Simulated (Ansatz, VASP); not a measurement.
MgH2: VASP beside Ansatz

```xyz
3
Lattice="2.5908 0.0000 0.0000 0.0000 2.5908 0.0000 0.0000 0.0000 4.7625" Properties=species:S:1:pos:R:3 pbc="T T T"
Mg    0.0000    0.0000    2.3813
H     0.0000    0.0000    0.8188
H     0.0000    0.0000    3.9437
```

Alike in both runs: task relaxation of cell and atoms; functional PBE; k mesh 5 × 5 × 3; occupations gaussian, width 0.15 eV; no spin polarisation.

|  | VASP | Ansatz |
| --- | --- | --- |
| version | VASP 6.6.1 | Ansatz 0.2.0 |
| potentials or method | VASP PAW PBE potentials, release 64 (Mg, H), cutoff 600 eV | scalar-relativistic, plane waves, PAW |
| valence electrons in the cell | 4 | 12 |

|  | VASP | Ansatz | Ansatz less VASP |
| --- | --- | --- | --- |
| gap on the k mesh at the Fermi level, each at its own relaxed structure (eV) | none | none | - |
| relaxed volume (Å³/atom) | 17.35 | 18.61 | +1.262 |
| relaxed cell length with the largest relative difference (Å) | 6.021 | 6.422 | +0.4018 |

A gap of «none» marks a metal or a gap that the smearing closes. One of these differences is far larger than is usual between the two programs; its cause wasn't traced. VASP's potentials hold 4 valence electrons a cell and Ansatz's 12, so a difference there can come from the potentials and not from the codes.

The k mesh is coarse, so the values compare programs but aren't converged. Noted on VASP's run: the volume moved by over 15 % at a fixed basis, so the end points are rough.
